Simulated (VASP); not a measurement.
# Al3BN2 (C222) in VASP: relaxation of cell and atoms with PBE

Aim: the relaxation of cell and atoms of Al3BN2 with PBE.

Program: VASP 6.6.1. These are calculated values, not measurements. Logs are shortened: lines on timing, memory, paths and dates and some standing lists are left out, and cuts for length are marked.

## Step 1: The cell of the first run

It takes space group C222 (No. 21, orthorhombic). The conventional cell has a = 4.951 Å, b = 5.569 Å, c = 6.487 Å, α = 90.00°, β = 90.00°, γ = 90.00°. Al (site symmetry 2) has 4 N at 1.88 to 2.15 Å and 2 B at 1.91 Å within 2.5 Å. Al (site symmetry 222) has 2 N at 2.59 Å and 4 Al at 3.39 Å within 3.4 Å. B (site symmetry 222) has 4 Al at 1.91 Å and 4 N at 2.56 Å within 2.6 Å. N (site symmetry 2) has 1 N at 1.32 Å within 1.8 Å.

The cell was built from a structure type or drawn by symmetry, and may not be a known phase.

## Step 2: Relaxation of cell and atoms, PBE

Input file INCAR:

```
SYSTEM = Al3BN2
PREC     = Accurate       ! precision mode
ENCUT    = 600            ! plane-wave cutoff, eV
EDIFF    = 1E-7           ! SCF threshold, eV
ISMEAR   = 0              ! smearing method
SIGMA    = 0.15           ! smearing width, eV
LREAL    = .False.        ! projectors in reciprocal space
LASPH    = .True.         ! aspherical terms in the spheres
NELM     = 120            ! most SCF steps
ALGO     = Normal         ! electronic algorithm
ISIF     = 3              ! what is computed and relaxed
LWAVE    = .False.        ! write WAVECAR
LCHARG   = .False.        ! write CHGCAR
GGA      = PE             ! functional
IBRION   = 2              ! ionic algorithm
NSW      = 36             ! ionic steps
EDIFFG   = -0.08          ! ionic threshold
GGA_COMPAT= .False.      
NELMIN   = 4
```

Input file KPOINTS:

```
regular mesh
0
Gamma
  3 3 2
  0 0 0
```

Input file POSCAR:

```
Al3BN2
1.0
    2.4754042100     -2.7844656500      0.0000000000
    2.4754042100      2.7844656500      0.0000000000
    0.0000000000      0.0000000000      6.4867669100
Al B N
3 1 2
Direct
    0.0000000000      0.5000000000      0.0638456200
    0.5000000000      0.0000000000      0.9361543800
    0.5000000000      0.5000000000      0.5000000000
    0.0000000000      0.0000000000      0.0000000000
    0.5000000000      0.5000000000      0.1014434200
    0.5000000000      0.5000000000      0.8985565800
```

Potentials or basis: VASP PAW PBE potentials, release 64 (Al, B, N).

On the command line:

```sh
> cat potpaw_PBE.64/Al/POTCAR potpaw_PBE.64/B/POTCAR potpaw_PBE.64/N/POTCAR > POTCAR
> mpirun -np 1 vasp_std > vasp.out
```

OUTCAR:

```text
SYSTEM = Al3BN2
   PREC = Accurate
   ENCUT = 600
   EDIFF = 1E-7
   ISMEAR = 0
   LREAL = .False.
   LASPH = .True.
   NELM = 120
   ISIF = 3
   GGA = PE
   IBRION = 2
   NSW = 36
   EDIFFG = -0.08
   NELMIN = 4

 ion  position               nearest neighbor table
   1  0.000  0.500  0.064-   5 1.88   5 1.88   4 1.91   4 1.91   6 2.15   6 2.15   2 2.61   2 2.61
                             2 2.91   2 2.91
   2  0.500  0.000  0.936-   6 1.88   6 1.88   4 1.91   4 1.91   5 2.15   5 2.15   1 2.61   1 2.61
                             1 2.91   1 2.91
   3  0.500  0.500  0.500-
   4  0.000  0.000  0.000-   1 1.91   2 1.91   1 1.91   2 1.91
   5  0.500  0.500  0.101-   6 1.32   1 1.88   1 1.88   2 2.15   2 2.15
   6  0.500  0.500  0.899-   5 1.32   2 1.88   2 1.88   1 2.15   1 2.15

  LATTYP: Found a base centered orthorhombic cell.
 ALAT       =     4.9508084200
 B/A-ratio  =     1.1248529185
 C/A-ratio  =     1.3102439763

  Lattice vectors:

 A1 = (   2.4754042100,  -2.7844656500,   0.0000000000)
 A2 = (   2.4754042100,   2.7844656500,   0.0000000000)
 A3 = (   0.0000000000,   0.0000000000,   6.4867669100)

Analysis of symmetry for initial positions (statically):
=====================================================================
 Subroutine PRICEL returns:
 Original cell was already a primitive cell.

 Routine SETGRP: Setting up the symmetry group for a
 base centered orthorhombic supercell.

 Subroutine GETGRP returns: Found  4 space group operations
 (whereof  4 operations were pure point group operations)
 out of a pool of  8 trial point group operations.

The static configuration has the point symmetry D_2 .

Analysis of symmetry for dynamics (positions and initial velocities):
=====================================================================
 Subroutine PRICEL returns:
 Original cell was already a primitive cell.

 Routine SETGRP: Setting up the symmetry group for a
 base centered orthorhombic supercell.

 Subroutine GETGRP returns: Found  4 space group operations
 (whereof  4 operations were pure point group operations)
 out of a pool of  8 trial point group operations.

The dynamic configuration has the point symmetry D_2 .

 Subroutine INISYM returns: Found  4 space group operations
 (whereof  4 operations are pure point group operations),
 and found     1 'primitive' translations

----------------------------------------------------------------------------------------

                                     Primitive cell

  volume of cell :      89.4224

  direct lattice vectors                    reciprocal lattice vectors
     2.475404210 -2.784465650  0.000000000     0.201987214 -0.179567667  0.000000000
     2.475404210  2.784465650  0.000000000     0.201987214  0.179567667  0.000000000
     0.000000000  0.000000000  6.486766910     0.000000000  0.000000000  0.154160002

[... 115 lines left out ...]

 number of electron      22.0000001 magnetization

 Free energy of the ion-electron system (eV)
  ---------------------------------------------------
  ext. energy  EPLUGINS =         0.00000000
  ---------------------------------------------------
  free energy    TOTEN  =       -27.47729365 eV

  energy without entropy =      -27.46769379  energy(sigma->0) =      -27.47249372

------------------------ aborting loop because EDIFF is reached ----------------------------------------

  FORCE on cell =-STRESS in cart. coord.  units (eV):
  Direction    XX          YY          ZZ          XY          YZ          ZX
  --------------------------------------------------------------------------------------
  -------------------------------------------------------------------------------------
  Total       18.6682924     20.7321799      4.6213267      0.0000000      0.0000000      0.0000000
  in kB      334.4790336    371.4576204     82.8001222      0.0000000      0.0000000      0.0000000
  external PRESSURE =     262.9122587 kB  Pullay stress =       0.0000000 kB
[... 101 lines left out ...]
  FREE ENERGIE OF THE ION-ELECTRON SYSTEM (eV)
  ---------------------------------------------------
  free  energy   TOTEN  =       -29.3634018928 eV

  energy  without entropy=      -29.3361819587  energy(sigma->0) =      -29.34979193

 E-fermi :   3.6261     XC(G=0):  -8.6656

 val. band max:        3.3414867321   @ k =  -0.3333   0.3333   0.5000
 cond. band min:       3.9421089703   @ k =   0.3333   0.0000   0.0000
 fundamental gap:      0.6006222382
 Fermi energy:         3.6260597538

 k-point     1 :       0.0000    0.0000    0.0000
  band No.  band energies     occupation
      1     -16.5659      2.00000
      2      -7.7003      2.00000
      3      -4.7524      2.00000
      4      -3.5045      2.00000
      5      -3.3442      2.00000
      6      -2.8734      2.00000
      7       1.5696      2.00000
      8       2.1429      2.00000
      9       2.3973      2.00000
     10       2.7744      2.00000
     11       3.1144      2.00000
     12       3.9645      0.00142
     13       4.1092      0.00001
     14       6.7012      0.00000
[... 113 lines left out ...]
      2      -7.7059      2.00000
      3      -5.1051      2.00000
      4      -4.1320      2.00000
      5      -2.6474      2.00000
      6      -2.3152      2.00000
      7       0.4368      2.00000
      8       1.0777      2.00000
      9       1.6971      2.00000
     10       1.8017      2.00000
     11       3.3415      1.99270
     12       3.9943      0.00052
     13       5.7113      0.00000
     14       5.8016      0.00000
     15       7.8572      0.00000

[... ionic steps 4 to 27 ...]

--------------------------------------- Ionic step       28  -------------------------------------------

 number of electron      22.0000001 magnetization

------------------------ aborting loop because EDIFF is reached ----------------------------------------
[... 75 lines left out ...]
--------------------------------------- Ionic step       30  -------------------------------------------

 number of electron      22.0000000 magnetization

 Free energy of the ion-electron system (eV)
  ---------------------------------------------------
  ext. energy  EPLUGINS =         0.00000000
  ---------------------------------------------------
  free energy    TOTEN  =       -30.66959396 eV

  energy without entropy =      -30.64830722  energy(sigma->0) =      -30.65895059

 E-fermi :   4.7143     XC(G=0):  -9.2057

 val. band max:        4.5382983783   @ k =   0.0000   0.0000   0.5000
 cond. band min:       4.8124512872   @ k =  -0.3333   0.3333   0.0000
 fundamental gap:      0.2741529089
 Fermi energy:         4.7143253908

 k-point     1 :       0.0000    0.0000    0.0000
  band No.  band energies     occupation
      1     -15.7106      2.00000
      2      -8.0156      2.00000
      3      -4.5056      2.00000
      4      -2.8709      2.00000
      5      -2.8285      2.00000
      6      -2.8228      2.00000
      7       3.0328      2.00000
      8       3.0397      2.00000
      9       3.6745      2.00000
     10       3.7012      2.00000
     11       3.8482      2.00000
     12       3.9430      2.00000
     13       4.1489      2.00000
     14       8.1900      0.00000
[... 158 lines left out ...]
  FREE ENERGIE OF THE ION-ELECTRON SYSTEM (eV)
  ---------------------------------------------------
  free  energy   TOTEN  =       -30.6695939577 eV

  energy  without entropy=      -30.6483072237  energy(sigma->0) =      -30.65895059

 reached required accuracy - stopping structural energy minimisation
```

Run time: 3.3 min. Hardware: 1 thread of AMD EPYC 9R45 (Zen 5), shared host; peak memory 0.18 GiB.

Results:

```
Free energy                           : -30.6696 eV
Relaxed volume                        : 15.62 Å³/atom
Relaxed cell                          : a = 4.261 Å, b = 4.261 Å, c = 5.162 Å, α = 90.00°, β = 90.00°, γ = 90.09°
Space group after relaxing (to 0.1 Å) : P4/mmm (No. 123)
Energy gained by relaxing             : 532.1 meV/atom
Ionic steps                           : 30
Pressure after relaxing               : -0.2 GPa
Largest force after relaxing          : 0.038 eV/Å
Band gap on the k mesh                : zero (bands 11 and 12 overlap by 0.87 eV)
```

Forces in eV/Å, atoms in the order of the input:
```
Al   0.000  0.000 -0.038
Al   0.000  0.000  0.038
Al   0.000  0.000  0.000
B    0.000  0.000  0.000
N    0.000  0.000 -0.007
N    0.000  0.000  0.007
```

Stress tensor (GPa, compression positive):
```
-0.55  0.00  0.00
 0.00 -0.43  0.00
 0.00  0.00  0.25
```

Step by step:
```tsv
step	energy change (eV)	largest force (eV/Å)	pressure (GPa)	volume (Å³)
1	0.0000	6.0076	26.29	89.42
2	-0.8285	0.7604	-11.77	124.45
3	-1.8861	1.0245	-0.77	105.07
4	-2.2601	0.2491	-3.09	105.91
5	-2.4753	0.6303	-3.49	106.32
6	-1.6509	9.8657	1.40	106.10
7	-2.5004	0.8661	-3.73	106.36
8	-2.8119	1.9094	-2.32	100.69
9	-2.9566	3.2715	0.25	95.14
10	-3.0910	1.1758	0.20	93.14
11	-3.0987	0.4991	0.40	92.40
12	-3.0990	0.5980	0.36	92.51
13	-3.1131	0.4680	0.06	92.85
14	-3.1301	0.1790	-0.72	93.80
15	-3.1329	0.1795	-0.47	93.47
16	-3.1361	0.1798	0.25	92.56
17	-3.1387	0.1747	0.41	92.44
18	-3.1441	0.1748	0.89	92.09
19	-3.1438	0.6748	1.89	91.39
20	-3.1459	0.4002	1.36	91.76
21	-3.1468	0.3965	1.35	91.77
22	-3.1496	0.3855	1.35	91.80
23	-3.1548	0.3604	1.34	91.86
24	-3.1641	0.2982	1.29	91.98
25	-3.1765	0.1338	1.10	92.22
26	-3.1699	0.3308	0.40	92.68
27	-3.1794	0.0538	0.90	92.37
28	-3.1850	0.0516	0.48	92.82
29	-3.1901	0.1594	-0.42	93.82
30	-3.1923	0.0384	-0.24	93.73
```

Final structure:
```yaml
crystal:
  lattice:
    - [3.01075, -3.01558, 0.00000]
    - [3.01075, 3.01558, 0.00000]
    - [0.00000, 0.00000, 5.16159]
  atoms:
    - { symbol: Al, position: [0.00000, 0.50000, 0.00878] }
    - { symbol: Al, position: [0.50000, 0.00000, 0.99122] }
    - { symbol: Al, position: [0.50000, 0.50000, 0.50000] }
    - { symbol: B, position: [0.00000, 0.00000, 0.00000] }
    - { symbol: N, position: [0.50000, 0.50000, 0.13727] }
    - { symbol: N, position: [0.50000, 0.50000, 0.86273] }
```

Levels at points of the mesh, in eV from the Fermi level:
```tsv
k point	band 9	band 10	band 11	band 12	band 13	band 14
(0.00, 0.00, 0.00)	-1.04	-1.01	-0.87	-0.77	-0.57	3.48
(0.00, 0.00, 0.50)	-2.18	-1.02	-0.99	-0.18	0.19	2.60
```

Caveat: the k points lie up to 0.61 Å⁻¹ apart in the final cell, too coarse for converged energies and pressures of a metal; a cell axis changed by over 15 % at a fixed basis, so the end point is rough; the relaxation stopped at a loose force limit of 0.08 eV/Å, so its end isn't a converged minimum.
